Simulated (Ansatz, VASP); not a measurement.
# TiO2: VASP beside Ansatz

The input INCAR:

```
AGGAC    = 1.0          
AGGAX    = 1.0          
ALDAC    = 0.0          
ALDAX    = 1.0          
ALGO     = Normal         # electronic algorithm
EDIFF    = 1E-6           # SCF threshold, eV
ENCUT    = 520            # plane-wave cutoff, eV
GGA      = B5             # functional
ISIF     = 2              # what is computed and relaxed
ISMEAR   = -1             # smearing method
IVDW     = 12             # dispersion correction
LASPH    = T              # aspherical terms in the spheres
LCHARG   = F              # write CHGCAR
LREAL    = F              # projectors in reciprocal space
LWAVE    = F              # write WAVECAR
NBANDS   = 33             # bands
NELM     = 80             # most SCF steps
PREC     = Accurate       # precision mode
SIGMA    = 0.05           # smearing width, eV
VDW_A1   = 0.4298       
VDW_A2   = 4.2359       
VDW_S6   = 1.0          
VDW_S8   = 2.6996
```

File KPOINTS:

```
k-points
0
Gamma
  6 6 9
```

Contents of POSCAR:

```
TiO2
1.0
    4.5998373239      0.0000000000      0.0000000000
    0.0000000000      4.5998373239      0.0000000000
    0.0000000000      0.0000000000      2.9592135600
Ti O
2 4
Direct
    0.0000000000      0.0000000000      0.5000000000
    0.5000000000      0.5000000000      0.0000000000
    0.3043213200      0.3043213200      0.5000000000
    0.1956786800      0.8043213200      0.0000000000
    0.8043213200      0.1956786800      0.0000000000
    0.6956786800      0.6956786800      0.5000000000
```

The input input.yaml:

```yaml
crystal:
  lattice:
    - [4.5998373239, 0.0, 0.0]
    - [0.0, 4.5998373239, 0.0]
    - [0.0, 0.0, 2.95921356]
  atoms:
    - { symbol: Ti, position: [0.0, 0.0, 0.5] }
    - { symbol: Ti, position: [0.5, 0.5, 0.0] }
    - { symbol: O, position: [0.30432132, 0.30432132, 0.5] }
    - { symbol: O, position: [0.19567868, 0.80432132, 0.0] }
    - { symbol: O, position: [0.80432132, 0.19567868, 0.0] }
    - { symbol: O, position: [0.69567868, 0.69567868, 0.5] }
hamiltonian:
  xc: blyp
  pseudopotentials: { kind: paw }
  dispersion: d3bj
kpoints:
  mp_grid: { grid: [6, 6, 9] }
scf:
  occupations: { method: fermi_dirac, width: 0.05 }
output:
  forces: true
  stress: true
  eigenvalues: true
```

Alike in both runs: task single point; functional BLYP; dispersion D3(BJ); k mesh 6 × 6 × 9; occupations fermi-dirac, width 0.05 eV; no spin polarisation.

|  | VASP | Ansatz |
| --- | --- | --- |
| version | VASP 6.6.1 | Ansatz 0.2.0 |
| potentials or method | VASP PAW PBE potentials, release 64 (Ti_sv, O) | Ansatz PAW |
| plane-wave cutoff (eV) | 520 | 420 |
| valence electrons in the cell | 48 | 48 |

VASP gave:

- gap on the k mesh at the Fermi level (eV): 1.83
- least direct gap on the mesh (eV): 1.83
- pressure (GPa): 2.3
- traceless stress, the component that is largest in VASP (GPa): 0.57
- rms of the force components (eV/Å): 0.054

**Question.** Estimate Ansatz's values.

**Answer.** gap on the k mesh at the Fermi level (eV): 1.86; least direct gap on the mesh (eV): 1.86; pressure (GPa): 1.2; traceless stress, the component that is largest in VASP (GPa): 0.24; rms of the force components (eV/Å): 0.038.

VASP's potentials were made for PBE, not for BLYP. Atom by atom the forces differ by 0.016 eV/Å (rms over components).

Noted on Ansatz's run: odd divisions of the mesh miss points on the zone boundary, where band edges often lie, so the gap on the mesh can be too wide.
